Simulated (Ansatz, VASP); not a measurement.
**Two plane-wave programs on ScH**

```xyz
4
Lattice="3.4085 0.0000 0.0000 -1.7042 2.9518 0.0000 0.0000 0.0000 18.0000" Properties=species:S:1:pos:R:3 pbc="T T T"
Sc    0.0000    1.9679    7.1100
Sc    1.7042    0.9839   10.8900
H     0.0000    0.0000    7.1100
H     0.0000    0.0000   10.8900
```

Alike in both runs: task single point; functional PBE; dispersion D3(BJ); k mesh 6 × 6 × 1; occupations gaussian, width 0.1 eV; no spin polarisation.

|  | VASP | Ansatz |
| --- | --- | --- |
| version | VASP 6.6.1 | Ansatz 0.2.0 |
| potentials or method | VASP PAW PBE potentials, release 64 (Sc_sv, H), cutoff 400 eV | scalar-relativistic, plane waves, PAW |
| valence electrons in the cell | 24 | 24 |

```csv
,VASP,Ansatz,Ansatz less VASP
gap on the k mesh at the Fermi level (eV),none,none,-
rms of the force components (eV/Å),0.445,0.445,-0.0005
```

Atom by atom the forces differ by 0.001 eV/Å (rms over components). A gap of «none» marks a metal or a gap that the smearing closes. Ansatz's warnings: slab cell height set, structure snapped to symmetry.
